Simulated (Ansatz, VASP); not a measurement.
## One calculation of Ge, two programs

```
Ge
1.0
     2.68157    0.00000    0.00000
     0.00000    2.68157    0.00000
     0.00000    0.00000    2.68157
Ge
1
Direct
  0.00000 0.00000 0.00000
```

Alike in both runs: task single point; functional r2SCAN; k mesh 13 × 13 × 13; occupations fermi-dirac, width 0.1 eV; no spin polarisation.

|  | VASP | Ansatz |
| --- | --- | --- |
| version | VASP 6.6.1 | Ansatz 0.2.0 |
| potentials or method | VASP PAW PBE potentials, release 64 (Ge_d), cutoff 520 eV | plane waves (500 eV) with PAW, scalar-relativistic |
| valence electrons in the cell | 14 | 14 |

```tsv
	VASP	Ansatz	Ansatz less VASP
pressure (GPa)	0.0	0.0	+0.02
```

VASP's potentials were made for PBE, not for r2SCAN.
